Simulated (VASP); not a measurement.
A run of VASP 6.6.1:

File INCAR:

```
PREC = Accurate
ENCUT = 520
EDIFF = 1E-6
ISMEAR = 0
SIGMA = 0.1
LREAL = False
LASPH = True
NELM = 150
ALGO = Normal
ISIF = 2
LWAVE = False
LCHARG = False
ISPIN = 2
MAGMOM = 1 0
LORBIT = 11
LMAXMIX = 4
GGA = PE
NBANDS = 21
```

Contents of KPOINTS:

```
regular mesh
0
Gamma
  12 12 12
```

The input POSCAR:

```
TeW
1.0
    0.0000000000      3.0618296945      3.0618296945
    3.0618296945      0.0000000000      3.0618296945
    3.0618296945      3.0618296945      0.0000000000
W Te
1 1
Direct
    0.0000000000      0.0000000000      0.0000000000
    0.2500000000      0.2500000000      0.2500000000
```

Potentials or basis: VASP PAW PBE potentials, release 64 (W_sv, Te).

Launch:

```console
$ cat potpaw_PBE.64/W_sv/POTCAR potpaw_PBE.64/Te/POTCAR > POTCAR
$ mpirun -np 1 vasp_std > vasp.out
```

Hardware: 1 thread of Intel(R) Xeon(R) Platinum 8259CL CPU @ 2.50GHz (Skylake/Cascade Lake), on a shared host.

Task: Estimate the wall time of this run.

Result: It took 2.3 min on 1 thread of Intel(R) Xeon(R) Platinum 8259CL CPU @ 2.50GHz (Skylake/Cascade Lake) (shared host), peak memory 0.29 GiB. Counts: scf iterations 14, k points 72.
